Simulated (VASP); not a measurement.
A run of VASP 6.6.1:

The input INCAR:

```
SYSTEM = Ag
PREC = Accurate
ENCUT = 520
EDIFF = 1E-6
ISMEAR = -1
SIGMA = 0.05
LREAL = .FALSE.
LASPH = .TRUE.
NELM = 60
ALGO = Normal
ISIF = 2
LWAVE = .FALSE.
LCHARG = .TRUE.
GGA = CA
LELF = .TRUE.
LVHAR = .TRUE.
NBANDS = 12
```

The input KPOINTS:

```
Automatic mesh
0
G
  11 11 11
  0 0 0
```

POSCAR

```
Ag
1.0
   -1.6881260479      1.6881260479      1.6881260479
    1.6881260479     -1.6881260479      1.6881260479
    1.6881260479      1.6881260479     -1.6881260479
Ag
1
Direct
    0.0000000000      0.0000000000      0.0000000000
```

Potentials or basis: VASP PAW LDA potentials, release 64 (Ag).

Command:

```console
$ cat potpaw_LDA.64/Ag/POTCAR > POTCAR
$ mpirun -np 1 vasp_std > vasp.out
```

Hardware: 1 thread of Intel(R) Xeon(R) Platinum 8259CL CPU @ 2.50GHz (Skylake/Cascade Lake), on a shared host.

Question: How long does it take, and how much memory?

Answer: It took 7.2 s on 1 thread of Intel(R) Xeon(R) Platinum 8259CL CPU @ 2.50GHz (Skylake/Cascade Lake), on a shared host, peak memory 0.13 GiB. Counts: scf iterations 10, k points 56.
